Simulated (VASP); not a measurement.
Input of a VASP 6.6.1 run:

The input INCAR:

```
SYSTEM = Tl
ALGO = Normal
EDIFF = 1E-7
ENCUT = 520
ISIF = 2
ISMEAR = -1
LASPH = .TRUE.
LCHARG = .FALSE.
LREAL = .FALSE.
LWAVE = .FALSE.
NBANDS = 12
NELM = 100
PREC = Accurate
SIGMA = 0.13605693000000002
```

File KPOINTS:

```
k-points
0
G
  12 12 12
  0 0 0
```

POSCAR

```
Tl
1.0
   -1.9013609824      1.9013609824      1.9013609824
    1.9013609824     -1.9013609824      1.9013609824
    1.9013609824      1.9013609824     -1.9013609824
Tl
1
Direct
    0.0000000000      0.0000000000      0.0000000000
```

Potentials or basis: VASP PAW LDA potentials, release 64 (Tl_d).

Command:

```sh
$ cat potpaw_LDA.64/Tl_d/POTCAR > POTCAR
$ mpirun -np 1 vasp_std > vasp.out
```

**Question.** What does it give for the pressure?

**Answer.** -0.2 GPa.

**Question.** Predict the band gap on the k mesh.

**Answer.** Zero (an odd number of electrons rules out a gap without spin polarisation).

Caveat: spin-orbit coupling is left out, which moves the levels of the heavy elements.
